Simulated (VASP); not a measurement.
I:

```
I
1.0
     0.00000    2.36560    3.90984
     2.19225    0.00000    3.90984
     2.19225    2.36560    0.00000
I
1
Direct
  0.00000 0.00000 0.00000
```

Program: VASP 6.6.1. Alike in all runs: task single point; cell as given; smearing gaussian 0.1 eV.

Question: Order these runs on this cell by their pressure, lowest first.
A. level PBE; potentials or basis VASP PAW PBE potentials, release 64 (I); spin collinear, zero start; k mesh 1 × 2 × 2; cutoff (eV) 500
B. level PBE; potentials or basis VASP PAW PBE potentials, release 64 (I); spin off; k mesh 2 × 3 × 2; cutoff (eV) 500
C. level PBE; potentials or basis VASP PAW PBE potentials, release 64 (I); spin off; k mesh 3 × 6 × 6, shifted; cutoff (eV) 500
D. level LDA; potentials or basis VASP PAW LDA potentials, release 64 (I); spin off; k mesh 6 × 6 × 6; cutoff (eV) 500
E. level PBE; potentials or basis VASP PAW PBE potentials, release 64 (I); spin off; k mesh 2 × 2 × 2; cutoff (eV) 520

Answer: D (-2.2 GPa), C (0.6 GPa), B (3.7 GPa), E (7.9 GPa), A (11.6 GPa).

Caveats: some runs use coarse meshes; an odd number of electrons without spin polarisation forces a metal (some runs); a magnetic or distorted state may lie lower (some runs).
